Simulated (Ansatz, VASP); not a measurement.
**CaB5: VASP beside Ansatz**

```
CELL_PARAMETERS angstrom
4.50404 0.00000 0.00000
-2.25202 3.90062 0.00000
0.00000 0.00000 2.89589
ATOMIC_POSITIONS crystal
Ca 0.00000 0.00000 0.50000
B 0.00000 0.50000 0.00000
B 0.50000 0.00000 0.00000
B 0.50000 0.50000 0.00000
B 0.66667 0.33333 0.50000
B 0.33333 0.66667 0.50000
```

Change from the starting cell: species swapped into the LiMg5 type (P-62m, No. 189).

Alike in both runs: task relaxation of cell and atoms; functional PBE; k mesh 9 × 9 × 14; occupations gaussian, width 0.1 eV; no spin polarisation.

|  | VASP | Ansatz |
| --- | --- | --- |
| version | VASP 6.6.1 | Ansatz 0.2.0 |
| potentials or method | VASP PAW PBE potentials, release 64 (Ca_sv, B), cutoff 600 eV | scalar-relativistic, plane waves, PAW |
| valence electrons in the cell | 25 | 25 |

```csv
,VASP,Ansatz,Ansatz less VASP
"gap on the k mesh at the Fermi level, each at its own relaxed structure (eV)",none,none,-
relaxed volume (Å³/atom),8.53,8.51,-0.019
relaxed cell length with the largest relative difference (Å),4.513,4.509,-0.0034
```

A gap of «none» marks a metal or a gap that the smearing closes.
